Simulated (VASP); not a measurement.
Input of a VASP 6.6.1 run:

Contents of POSCAR:

```
KBr
1.0
    0.0000000000      3.3669915905      3.3669915905
    3.3669915905      0.0000000000      3.3669915905
    3.3669915905      3.3669915905      0.0000000000
K Br
1 1
Direct
    0.0000000000      0.0000000000      0.0000000000
    0.5000000000      0.5000000000      0.5000000000
```

File INCAR.step1:

```
ALGO = Normal
EDIFF = 1E-4
ENCUT = 520
GGA = PE
ISMEAR = 0
LASPH = True
LCHARG = False
LREAL = False
LWAVE = True
NBANDS = 15
NELM = 60
PREC = Accurate
SIGMA = 0.02
```

The input INCAR.step2:

```
ALGO = Normal
EDIFF = 1E-6
ENCUT = 520
ISIF = 2
ISMEAR = 0
ISTART = 1
LASPH = True
LCHARG = True
LELF = True
LMIXTAU = True
LREAL = False
LVHAR = True
LWAVE = False
METAGGA = R2SCAN
NBANDS = 15
NELM = 60
PREC = Accurate
SIGMA = 0.02
```

KPOINTS

```
k-points
0
Gamma
  6 6 6
```

Potentials or basis: VASP PAW PBE potentials, release 64 (K_sv, Br).

Launch:

```bash
$ cat potpaw_PBE.64/K_sv/POTCAR potpaw_PBE.64/Br/POTCAR > POTCAR
$ cp INCAR.step1 INCAR
$ mpirun -np 1 vasp_std > vasp.out
$ cp INCAR.step2 INCAR
$ mpirun -np 1 vasp_std > vasp.out
```

Q: Estimate the band gap on the k mesh.

A: 4.91 eV, direct.

Q: Predict the pressure.

A: -0.8 GPa.

Caveat: the PAW data sets were made with another functional, which shifts forces and pressure a little.
